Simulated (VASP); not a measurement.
Input of a VASP 6.6.1 run:

Contents of INCAR:

```
SYSTEM = Te
PREC     = Accurate       ! precision mode
ENCUT    = 520            ! plane-wave cutoff, eV
EDIFF    = 1E-6           ! SCF threshold, eV
ISMEAR   = -1             ! smearing method
SIGMA    = 0.1            ! smearing width, eV
LREAL    = .False.        ! projectors in reciprocal space
LASPH    = .True.         ! aspherical terms in the spheres
NELM     = 80             ! most SCF steps
ALGO     = Normal         ! electronic algorithm
ISIF     = 2              ! what is computed and relaxed
LWAVE    = .False.        ! write WAVECAR
LCHARG   = .False.        ! write CHGCAR
GGA      = PE             ! functional
NBANDS   = 16             ! bands
```

File KPOINTS:

```
regular mesh
0
Gamma
  8 8 11
  0 0 0
```

Contents of POSCAR:

```
Te
1.0
    5.3136093417      0.0000000000      0.0000000000
   -2.6568046709      4.6017206757      0.0000000000
    0.0000000000      0.0000000000      3.1373964224
Te
3
Direct
    1.0000000000      0.0000000000      0.0000000000
    0.3333333333      0.6666666667      0.5000000000
    0.6666666667      0.3333333333      0.5000000000
```

Potentials or basis: VASP PAW PBE potentials, release 64 (Te).

Run with:

```sh
$ cat potpaw_PBE.64/Te/POTCAR > POTCAR
$ mpirun -np 1 vasp_std > vasp.out
```

Problem. What does it give for the band gap on the k mesh?

Solution. Zero (band 9 reaches 12.86 eV, above the bottom of band 10 at 6.96 eV).

Problem. Estimate the pressure.

Solution. 8.8 GPa.

Stress tensor (GPa, compression positive):
```
9.68 0.00 0.00
0.00 9.68 0.00
0.00 0.00 7.00
```

Caveat: spin-orbit coupling is left out, which moves the levels of the heavy elements.
